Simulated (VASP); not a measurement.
## SnTe: relaxation of cell and atoms with PBE

The system is SnTe.

```
CELL_PARAMETERS angstrom
0.00000 3.15085 3.15085
3.15085 0.00000 3.15085
3.15085 3.15085 0.00000
ATOMIC_POSITIONS crystal
Te 0.50000 0.50000 0.50000
Sn 0.00000 0.00000 0.00000
```

```
Program                : VASP 6.6.1
Task                   : relaxation of cell and atoms
Functional             : PBE
Potentials or basis    : VASP PAW PBE potentials, release 64 (Te, Sn_d)
Cutoff                 : 600 eV
k mesh                 : 7 × 7 × 7
Occupations            : fermi-dirac, width 0.05 eV
Spin                   : no spin polarisation
Dipole correction      : no
Further INCAR settings : ALGO = Normal; EDIFF = 1e-07; IBRION = 2; EDIFFG = -0.01; NSW = 60; ISIF = 3
```

```
Relaxed volume                         : 32.86 Å³/atom
Relaxed cell                           : a = 4.530 Å, b = 4.530 Å, c = 4.530 Å, α = 60.00°, β = 60.00°, γ = 60.00°
Space group after relaxing (to 0.05 Å) : Fm-3m (No. 225)
Energy gained by relaxing              : 10.5 meV/atom
Ionic steps                            : 3
Pressure after relaxing                : 0.0 GPa
```

Step by step:
```
step  energy change (eV)  largest force (eV/Å)  pressure (GPa)  volume (Å³)
   1              0.0000                0.0000            2.23        62.56
   2             -0.0196                0.0000           -0.50        66.58
   3             -0.0210                0.0000            0.00        65.72
```

Final structure:
```xyz
2
Lattice="0.0000 3.2030 3.2030 3.2030 0.0000 3.2030 3.2030 3.2030 0.0000" Properties=species:S:1:pos:R:3 pbc="T T T"
Te    3.2030    3.2030    3.2030
Sn    0.0000    0.0000    0.0000
```

Levels at points of the mesh, in eV from the Fermi level:
| k point | band 7 | band 8 | band 9 | band 10 | band 11 | band 12 | band 13 | band 14 |
| --- | --- | --- | --- | --- | --- | --- | --- | --- |
| (0.00, 0.00, 0.00) | -4.91 | -2.06 | -2.06 | -2.06 | 3.20 | 3.20 | 3.20 | 4.80 |

Run time: 29 s on 1 thread of Intel(R) Xeon(R) 6975P-C (Granite Rapids), with other jobs on the host, peak memory 0.22 GiB.

Caveat: this odd mesh misses L, where the gap lies, so gap, dielectric constants and Born charges aren't listed; spin-orbit coupling is left out, which moves the levels of the heavy elements. Zero-point motion and thermal expansion aren't in these numbers.
